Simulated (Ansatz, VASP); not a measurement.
**One calculation of BeSe, two programs**

```
Be Se
1.0
     0.00000    2.58104    2.58104
     2.58104    0.00000    2.58104
     2.58104    2.58104    0.00000
Be Se
1 1
Direct
  0.00000 0.00000 0.00000
  0.25000 0.25000 0.25000
```

Alike in both runs: task single point; functional LDA; k mesh 8 × 8 × 8; no spin polarisation.

```csv
,VASP,Ansatz
version,VASP 6.6.1,Ansatz 0.2.0
potentials or method,"VASP PAW LDA potentials, release 64 (Be, Se)","plane waves, PAW"
plane-wave cutoff (eV),600,420
occupations,"gaussian, width 0.01 eV",fixed
valence electrons in the cell,8,18
```

|  | VASP | Ansatz | Ansatz less VASP |
| --- | --- | --- | --- |
| gap on the k mesh at the Fermi level (eV) | 2.49 | 2.50 | +0.010 |
| pressure (GPa) | -3.4 | -3.6 | -0.25 |

LDA's correlation is that of Perdew and Zunger in VASP and of Perdew and Wang (1992) in Ansatz. VASP's potentials hold 8 valence electrons a cell and Ansatz's 18, so a difference there can come from the potentials and not from the codes.
